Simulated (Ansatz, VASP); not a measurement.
**One calculation of Mo, two programs**

```
Mo
1.0
     2.78916    0.00000    0.00000
    -1.39458    2.41548    0.00000
     0.00000    0.00000    2.60530
Mo
1
Direct
  0.00000 0.00000 0.50000
```

Alike in both runs: task single point; functional PBEsol; k mesh 12 × 12 × 11; occupations methfessel-paxton of order 1, width 0.1 eV; no spin polarisation.

|  | VASP | Ansatz |
| --- | --- | --- |
| version | VASP 6.6.1 | Ansatz 0.2.0 |
| potentials or method | VASP PAW PBE potentials, release 64 (Mo_sv), cutoff 520 eV | plane waves, PAW |
| valence electrons in the cell | 14 | 14 |

```csv
,VASP,Ansatz,Ansatz less VASP
pressure (GPa),-15.0,-15.3,-0.39
"traceless stress, the component that is largest in VASP (GPa)",-4.78,-4.87,-0.084
```

VASP's potentials were made for PBE, not for PBEsol.
